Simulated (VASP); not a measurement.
A run of VASP 6.6.1 is set up as follows.

Contents of INCAR:

```
SYSTEM = SrO
  PREC = Accurate
  ENCUT = 600
  EDIFF = 1E-6
  ISMEAR = 0
  SIGMA = 0.01
  LREAL = .FALSE.
  LASPH = .TRUE.
  NELM = 100
  ALGO = Normal
  ISIF = 3
  LWAVE = .FALSE.
  LCHARG = .FALSE.
  GGA = PS
  IBRION = 2
  NSW = 100
  EDIFFG = -0.002
  PSTRESS = 20.0
```

KPOINTS

```
regular mesh
0
G
  8 8 8
  0 0 0
```

The input POSCAR:

```
SrO
1.0
    0.0000000000      2.5614442881      2.5614442881
    2.5614442881      0.0000000000      2.5614442881
    2.5614442881      2.5614442881      0.0000000000
Sr O
1 1
Direct
    0.5000000000      0.5000000000      0.5000000000
    0.0000000000      0.0000000000      0.0000000000
```

Potentials or basis: VASP PAW PBE potentials, release 64 (Sr_sv, O).

Run with:

```bash
$ cat potpaw_PBE.64/Sr_sv/POTCAR potpaw_PBE.64/O/POTCAR > POTCAR
$ mpirun -np 1 vasp_std > vasp.out
```

(1) What does it give for the relaxed volume?

(2) Predict the space group after relaxing (to 0.05 Å).

(3) What does it give for the relaxed cell?

Answers

(1) 16.56 Å³/atom.

(2) Fm-3m (No. 225).

(3) a = 3.605 Å, b = 3.605 Å, c = 3.605 Å, α = 60.00°, β = 60.00°, γ = 60.00°.

Caveat: the cell is relaxed towards a set pressure, so the enthalpy falls and the energy may rise; the PAW data sets were made with another functional, which shifts forces and pressure a little.
